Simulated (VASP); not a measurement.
# SnO2 in VASP: single point with r2SCAN

Aim: the single point of SnO2 with r2SCAN.

Everything below comes from runs of VASP 6.6.1. Logs are shortened: lines on timing, memory, paths and dates and some standing lists are left out, and cuts for length are marked.

### 1 The cell of the first run

The typed cell holds 6 atoms: a = 4.760 Å, b = 4.760 Å, c = 3.201 Å, α = 90.00°, β = 90.00°, γ = 90.00°.

### 2 Single point, r2SCAN (atom 3 (O) moved by (-0.300, -0.300) A along [1 1 0] and z)

POSCAR reads:

```
SnO2
1.0
    4.7598181121      0.0000000000      0.0000000000
    0.0000000000      4.7600576133      0.0000000000
    0.0000000000      0.0000000000      3.2007107582
Sn O
2 4
Direct
    0.5000000000      0.5000000000      0.5000000000
    0.0000000000      0.0000000000      0.0000000000
    0.2612951007      0.2613932123     -0.0937291816
    0.8058623571      0.1940417737      0.5000000000
    0.1941376429      0.8059582263      0.5000000000
    0.6941376429      0.6940417737      0.0000000000
```

INCAR.step1 reads:

```
SYSTEM = SnO2
PREC = Accurate
ENCUT = 520
ISMEAR = 0
SIGMA = 0.05
LREAL = .FALSE.
LASPH = .TRUE.
NELM = 100
NBANDS = 35
GGA = PE
ALGO = Normal
EDIFF = 1E-4
LWAVE = .TRUE.
LCHARG = .FALSE.
```

INCAR.step2 reads:

```
SYSTEM = SnO2
PREC = Accurate
ENCUT = 520
EDIFF = 1E-6
ISMEAR = 0
SIGMA = 0.05
LREAL = .FALSE.
LASPH = .TRUE.
NELM = 100
ALGO = Normal
ISIF = 2
LWAVE = .FALSE.
LCHARG = .FALSE.
METAGGA = R2SCAN
LMIXTAU = .TRUE.
NBANDS = 35
ISTART = 1
```

KPOINTS reads:

```
Automatic mesh
0
G
  6 6 8
  0 0 0
```

Potentials or basis: VASP PAW PBE potentials, release 64 (Sn_d, O).

Launch:

```console
$ cat potpaw_PBE.64/Sn_d/POTCAR potpaw_PBE.64/O/POTCAR > POTCAR
$ cp INCAR.step1 INCAR
$ mpirun -np 1 vasp_std > vasp.out
$ cp INCAR.step2 INCAR
$ mpirun -np 1 vasp_std > vasp.out
```

OUTCAR:

```text
SYSTEM = SnO2
   PREC = Accurate
   ENCUT = 520
   EDIFF = 1E-6
   ISMEAR = 0
   LREAL = .FALSE.
   LASPH = .TRUE.
   NELM = 100
   ISIF = 2
   METAGGA = R2SCAN
   ISTART = 1

 ion  position               nearest neighbor table
   1  0.500  0.500  0.500-   4 2.06   5 2.06   6 2.07   6 2.07   3 2.07   3 2.49   2 3.73   2 3.73
                             2 3.73   2 3.73   2 3.73   2 3.73   2 3.73   2 3.73
   2  0.000  0.000  0.000-   3 1.78   6 2.06   5 2.07   4 2.07   4 2.07   5 2.07   1 3.73   1 3.73
                             1 3.73   1 3.73   1 3.73   1 3.73   1 3.73   1 3.73
   3  0.261  0.261  0.906-   2 1.78   1 2.07   1 2.49
   4  0.806  0.194  0.500-   1 2.06   2 2.07   2 2.07
   5  0.194  0.806  0.500-   1 2.06   2 2.07   2 2.07
   6  0.694  0.694  0.000-   2 2.06   1 2.07   1 2.07

  LATTYP: Found a simple orthorhombic cell.
 ALAT       =     3.2007107582
 B/A-ratio  =     1.4871128545
 C/A-ratio  =     1.4871876820

  Lattice vectors:

 A1 = (   0.0000000000,   0.0000000000,   3.2007107582)
 A2 = (   4.7598181121,   0.0000000000,   0.0000000000)
 A3 = (   0.0000000000,   4.7600576133,   0.0000000000)

Analysis of symmetry for initial positions (statically):
=====================================================================
 Subroutine PRICEL returns:
 Original cell was already a primitive cell.

 Routine SETGRP: Setting up the symmetry group for a
 simple orthorhombic supercell.

 Subroutine GETGRP returns: Found  1 space group operations
 (whereof  1 operations were pure point group operations)
 out of a pool of  8 trial point group operations.

The static configuration has the point symmetry C_1 .

Analysis of symmetry for dynamics (positions and initial velocities):
=====================================================================
 Subroutine PRICEL returns:
 Original cell was already a primitive cell.

 Routine SETGRP: Setting up the symmetry group for a
 simple orthorhombic supercell.

 Subroutine GETGRP returns: Found  1 space group operations
 (whereof  1 operations were pure point group operations)
 out of a pool of  8 trial point group operations.

The dynamic configuration has the point symmetry C_1 .

 Subroutine INISYM returns: Found  1 space group operations
 (whereof  1 operations are pure point group operations),
 and found     1 'primitive' translations

----------------------------------------------------------------------------------------

                                     Primitive cell

  volume of cell :      72.5185

  direct lattice vectors                    reciprocal lattice vectors
     4.759818112  0.000000000  0.000000000     0.210092062  0.000000000  0.000000000
     0.000000000  4.760057613  0.000000000     0.000000000  0.210081491  0.000000000
     0.000000000  0.000000000  3.200710758     0.000000000  0.000000000  0.312430605

  length of vectors
     4.759818112  4.760057613  3.200710758     0.210092062  0.210081491  0.312430605

  position of ions in fractional coordinates (direct lattice)
     0.500000000  0.500000000  0.500000000
     0.000000000  0.000000000  0.000000000
     0.261295101  0.261393212  0.906270818
     0.805862357  0.194041774  0.500000000
     0.194137643  0.805958226  0.500000000
     0.694137643  0.694041774  0.000000000

  ion indices of the primitive-cell ions
   primitive index   ion index
                 1           1
                 2           2
                 3           3
                 4           4
                 5           5
                 6           6

----------------------------------------------------------------------------------------

 KPOINTS: Automatic mesh

Automatic generation of k-mesh.
 Grid dimensions read from file:
 generate k-points for:    6    6    8

 Generating k-lattice:

  Cartesian coordinates                     Fractional coordinates (reciprocal lattice)
     0.035015344  0.000000000  0.000000000     0.166666667  0.000000000  0.000000000
     0.000000000  0.035013582  0.000000000     0.000000000  0.166666667  0.000000000
     0.000000000  0.000000000  0.039053826     0.000000000  0.000000000  0.125000000

  Length of vectors
     0.035015344  0.035013582  0.039053826

  Shift w.r.t. Gamma in fractional coordinates (k-lattice)
     0.000000000  0.000000000  0.000000000

 Subroutine IBZKPT returns following result:
 ===========================================

 Found    148 irreducible k-points:

 Following reciprocal coordinates:
            Coordinates               Weight
  0.000000  0.000000  0.000000      1.000000
  0.166667  0.000000  0.000000      2.000000
  0.333333  0.000000  0.000000      2.000000
  0.500000  0.000000  0.000000      1.000000
  0.000000  0.166667  0.000000      2.000000
  0.166667  0.166667  0.000000      2.000000
[... 16 lines left out ...]
 -0.166667  0.000000  0.125000      2.000000
  0.333333  0.000000  0.125000      2.000000
 [... further k-points ...]
   k-points           NKPTS =    148   k-points in BZ     NKDIM =    148   number of bands    NBANDS=     35
   number of dos      NEDOS =    301   number of ions     NIONS =      6
   total plane-waves  NPLWV =  31104
   dimension x,y,z NGX =    36 NGY =   36 NGZ =   24
   dimension x,y,z NGXF=    72 NGYF=   72 NGZF=   48
   ions per type =               2   4
   NGX,Y,Z   is equivalent  to a cutoff of  12.57, 12.57, 12.47 a.u.
   NGXF,Y,Z  is equivalent  to a cutoff of  25.15, 25.15, 24.93 a.u.
 SYSTEM =  SnO2
   PREC   = accura    normal or accurate (medium, high low for compatibility)
   ISTART =      1    job   : 0-new  1-cont  2-samecut
   ICHARG =      0    charge: 1-file 2-atom 10-const
   ISPIN  =      1    spin polarized calculation?
   LNONCOLLINEAR =      F non collinear calculations
   LSORBIT =      F    spin-orbit coupling
   LASPH  =      T    aspherical Exc in radial PAW
   ENCUT  =  520.0 eV  38.22 Ry    6.18 a.u.   8.85  8.85  5.95*2*pi/ulx,y,z
   NELM   =    100;   NELMIN=  2; NELMDL=  0     # of ELM steps
   EDIFF  = 0.1E-05   stopping-criterion for ELM
   LREAL  =      F    real-space projection
   EDIFFG = 0.1E-04   stopping-criterion for IOM
   NSW    =      0    number of steps for IOM
   IBRION =     -1    ionic relax: 0-MD 1-quasi-New 2-CG
   NFREE  =      0    steps in history (QN), initial steepest desc. (CG)
   ISIF   =      2    stress and relaxation
   ISYM   =      2    0-nonsym 1-usesym 2-fastsym
   POTIM  = 0.5000    time-step for ionic-motion
   TEBEG  =    0.0;   TEEND  =   0.0 temperature during run
   PSTRESS=    0.0 pullay stress
   NELECT =      52.0000    total number of electrons
   NUPDOWN=      -1.0000    fix difference up-down
   EMIN   =  10.00;   EMAX   =-10.00  energy-range for DOS
   EFERMI =   0.00;   METHOD = LEGACY
   ISMEAR =     0;   SIGMA  =   0.05  broadening in eV -4-tet -1-fermi 0-gaus
   EFERMI_NEDOS =   21; number of points for ismear=-14 and -15
   IALGO  =     38    algorithm
   IMIX   =      4    mixing-type and parameters
     AMIX     =   0.40;   BMIX     =  1.00
     AMIX_MAG =   1.60;   BMIX_MAG =  1.00
  volume/ion in A,a.u.               =      12.09        81.56
  Fermi-wavevector in a.u.,A,eV,Ry     =   1.465299  2.769014 29.213088  2.147101
  Thomas-Fermi vector in A             =   2.581173
   LORBIT       =      0    0 simple, 1 ext, 2 COOP (PROOUT), +10 PAW based schemes
   METAGGA = R2SCAN    functional components
   LHFCALC =     F    Hartree Fock is set to
   AEXX    =    0.0000 exact exchange contribution
   IVDW    =     0    specifies the selected vdW correction
   LEPSILON=     F    determine dielectric tensor
   LRPA    =     F    only Hartree local field effects (RPA)
 non-spin polarized calculation
 Gauss-broadening in eV      SIGMA  =   0.05
  energy-cutoff  :      520.00
  volume of cell :       72.52
 maximum number of plane-waves:      1992
   NGX = 17   NGY = 17   NGZ = 11

 number of electron      52.0000009 magnetization

 Free energy of the ion-electron system (eV)
  ---------------------------------------------------
  ext. energy  EPLUGINS =         0.00000000
  ---------------------------------------------------
  free energy    TOTEN  =       -83.18642884 eV

  energy without entropy =      -83.18642884  energy(sigma->0) =      -83.18642884

 E-fermi :   5.9001     XC(G=0): -11.9632

 val. band max:        5.6922530828   @ k =   0.0000   0.0000   0.0000
 cond. band min:       7.0650904553   @ k =   0.0000   0.0000   0.0000
 fundamental gap:      1.3728373725
 Fermi energy:         5.9001350374

 k-point     1 :       0.0000    0.0000    0.0000
  band No.  band energies     occupation
      1     -16.3826      2.00000
      2     -15.5607      2.00000
      3     -15.3526      2.00000
      4     -15.2412      2.00000
      5     -15.1209      2.00000
      6     -15.0472      2.00000
[... 27 lines left out ...]
     34      18.4162      0.00000
     35      19.0782      0.00000

 k-point     2 :       0.1667    0.0000    0.0000
  band No.  band energies     occupation
      1     -16.3387      2.00000
      2     -15.6106      2.00000
      3     -15.3516      2.00000
      4     -15.2675      2.00000
      5     -15.1197      2.00000
      6     -15.0457      2.00000
[... 27 lines left out ...]
     34      18.5492      0.00000
     35      19.0558      0.00000

 k-point     3 :       0.3333    0.0000    0.0000
  band No.  band energies     occupation
      1     -16.2135      2.00000
      2     -15.7710      2.00000
      3     -15.3515      2.00000
      4     -15.3018      2.00000
      5     -15.1173      2.00000
      6     -15.0426      2.00000
[... 27 lines left out ...]
     34      18.7274      0.00000
     35      19.0468      0.00000
[... 723 lines left out ...]
 k-point    23 :      -0.1667    0.0000    0.1250
  band No.  band energies     occupation
      1     -16.2693      2.00000
      2     -15.6835      2.00000
      3     -15.3890      2.00000
      4     -15.2844      2.00000
      5     -15.1266      2.00000
      6     -15.0499      2.00000
[... 27 lines left out ...]
     34      18.5961      0.00000
     35      19.0335      0.00000

 k-point    24 :       0.3333    0.0000    0.1250
  band No.  band energies     occupation
      1     -16.2326      2.00000
      2     -15.7705      2.00000
      3     -15.3815      2.00000
      4     -15.2776      2.00000
      5     -15.1247      2.00000
      6     -15.0463      2.00000
[... 27 lines left out ...]
     34      18.5908      0.00000
     35      19.1267      0.00000

 [... further k-points ...]

------------------------ aborting loop because EDIFF is reached ----------------------------------------

  FORCE on cell =-STRESS in cart. coord.  units (eV):
  Direction    XX          YY          ZZ          XY          YZ          ZX
  --------------------------------------------------------------------------------------
  -------------------------------------------------------------------------------------
  Total        4.3058824      4.3108848      1.9211082      4.5480803     -0.5885297     -0.5890492
  in kB       95.1313707     95.2418904     42.4437182    100.4823325    -13.0025933    -13.0140714
  external PRESSURE =      77.6056598 kB  Pullay stress =       0.0000000 kB

 VOLUME and BASIS-vectors are now :
 -----------------------------------------------------------------------------
  energy-cutoff  :      520.00
  volume of cell :       72.52
      direct lattice vectors                 reciprocal lattice vectors
     4.759818112  0.000000000  0.000000000     0.210092062  0.000000000  0.000000000
     0.000000000  4.760057613  0.000000000     0.000000000  0.210081491  0.000000000
     0.000000000  0.000000000  3.200710758     0.000000000  0.000000000  0.312430605

 POSITION                                       TOTAL-FORCE (eV/Angst)
 -----------------------------------------------------------------------------------
      2.37991      2.38003      1.60036        -0.654248     -0.654319     -0.362188
      0.00000      0.00000      0.00000        -3.735983     -3.737165      0.984489
      1.24372      1.24425      2.90071         6.207332      6.208853      0.684457
      3.83576      0.92365      1.60036        -1.282973      0.226489     -0.645582
      0.92406      3.83641      1.60036         0.226624     -1.283576     -0.645488
      3.30397      3.30368      0.00000        -0.760751     -0.760282     -0.015687
 -----------------------------------------------------------------------------------
    total drift:                               -0.002687     -0.002702      0.000550

  FREE ENERGIE OF THE ION-ELECTRON SYSTEM (eV)
  ---------------------------------------------------
  free  energy   TOTEN  =       -83.1864288432 eV

  energy  without entropy=      -83.1864288432  energy(sigma->0) =      -83.18642884
```

Run time: 6.2 min. Hardware: 1 thread of Intel Xeon 6975P-C (Granite Rapids), shared host; peak memory 0.39 GiB.

Results:

| Quantity | Value |
| --- | --- |
| Free energy | -83.1864 eV |
| Pressure | 7.8 GPa |
| Largest force | 8.806 eV/Å |
| Band gap on the k mesh | 1.37 eV |

Forces on the atoms (eV/Å):
```
Sn  -0.654 -0.654 -0.362
Sn  -3.736 -3.737  0.984
O    6.207  6.209  0.684
O   -1.283  0.226 -0.646
O    0.227 -1.284 -0.645
O   -0.761 -0.760 -0.016
```

Stress tensor (GPa, compression positive):
```
 9.51 10.05 -1.30
10.05  9.52 -1.30
-1.30 -1.30  4.24
```

Levels at points of the mesh, in eV from the valence-band top:
```
           k point  band 22  band 23  band 24  band 25  band 26  band 27  band 28  band 29  band 30  band 31
(0.00, 0.00, 0.00)    -1.48    -1.26    -0.92    -0.62     0.00     1.37     6.78     6.82     7.11    10.53
(0.50, 0.00, 0.00)    -2.19    -1.28    -1.22    -0.80    -0.38     4.22     5.24     7.65     8.05    11.00
(0.00, 0.50, 0.00)    -2.19    -1.28    -1.22    -0.80    -0.38     4.22     5.24     7.65     8.05    11.00
(0.50, 0.50, 0.00)    -2.33    -1.43    -1.19    -1.18    -0.77     4.68     6.18     7.88     8.24    11.20
(0.00, 0.00, 0.50)    -2.75    -2.06    -1.83    -1.19    -0.99     5.36     7.22     9.05    10.68    11.16
(0.50, 0.00, 0.50)    -1.79    -1.37    -1.00    -0.80    -0.65     5.55     7.31     8.24     9.02    11.08
(0.00, 0.50, 0.50)    -1.79    -1.37    -1.00    -0.80    -0.65     5.55     7.31     8.24     9.02    11.09
(0.50, 0.50, 0.50)    -1.94    -1.27    -1.02    -0.70    -0.69     4.09     5.26     9.53     9.70    10.64
```

Caveat: the cell differs from its parent crystal (atom 3 (O) moved by (-0.300, -0.300) A along [1 1 0] and z); the stress differs along the axes, from 4 to 10 GPa; the PAW data sets were made with another functional, which shifts forces and pressure a little; spin-orbit coupling is left out, which moves the levels of the heavy elements.
